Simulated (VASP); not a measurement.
Set up this calculation in VASP 6.6.1, as the native input.

| Property | Result |
| --- | --- |
| Task | single point |
| Functional | r2SCAN |
| Potentials or basis | VASP PAW PBE potentials, release 64 (Hg, P) |
| Cutoff | 520 eV |
| k mesh | 10 × 10 × 10 |
| Occupations | gaussian, width 0.05 eV |
| Spin | no spin polarisation |
| Dipole correction | no |
| Further INCAR settings | ALGO = Normal; EDIFF = 1e-07; NBANDS = 16 |

HgP:

```
CELL_PARAMETERS angstrom
0.00000 2.91155 2.91155
2.91155 0.00000 2.91155
2.91155 2.91155 0.00000
ATOMIC_POSITIONS crystal
Hg 0.00000 0.00000 0.00000
P 0.25000 0.25000 0.25000
```

One way to write it, as run:

POSCAR

```
HgP
1.0
    0.0000000000      2.9115454995      2.9115454995
    2.9115454995      0.0000000000      2.9115454995
    2.9115454995      2.9115454995      0.0000000000
Hg P
1 1
Direct
    0.0000000000      0.0000000000      0.0000000000
    0.2500000000      0.2500000000      0.2500000000
```

INCAR.step1

```
ALGO = Normal
EDIFF = 1E-4
ENCUT = 520
GGA = PE
ISMEAR = 0
LASPH = True
LCHARG = False
LREAL = False
LWAVE = True
NBANDS = 16
NELM = 80
PREC = Accurate
SIGMA = 0.05
```

INCAR.step2

```
ALGO = Normal
EDIFF = 1E-7
ENCUT = 520
ISIF = 2
ISMEAR = 0
ISTART = 1
LASPH = True
LCHARG = False
LMIXTAU = True
LREAL = False
LWAVE = False
METAGGA = R2SCAN
NBANDS = 16
NELM = 80
PREC = Accurate
SIGMA = 0.05
```

KPOINTS

```
k-points
0
Gamma
  10 10 10
```

Potentials or basis: VASP PAW PBE potentials, release 64 (Hg, P).

Command:

```console
$ cat potpaw_PBE.64/Hg/POTCAR potpaw_PBE.64/P/POTCAR > POTCAR
$ cp INCAR.step1 INCAR
$ mpirun -np 1 vasp_std > vasp.out
$ cp INCAR.step2 INCAR
$ mpirun -np 1 vasp_std > vasp.out
```

It gave:

- Pressure: 0.2 GPa

Caveat: the PAW data sets were made with another functional, which shifts forces and pressure a little.

Wall time 84 s on 1 thread of Intel(R) Xeon(R) Platinum 8488C (Sapphire Rapids), with other jobs on the host, peak memory 0.2 GiB.
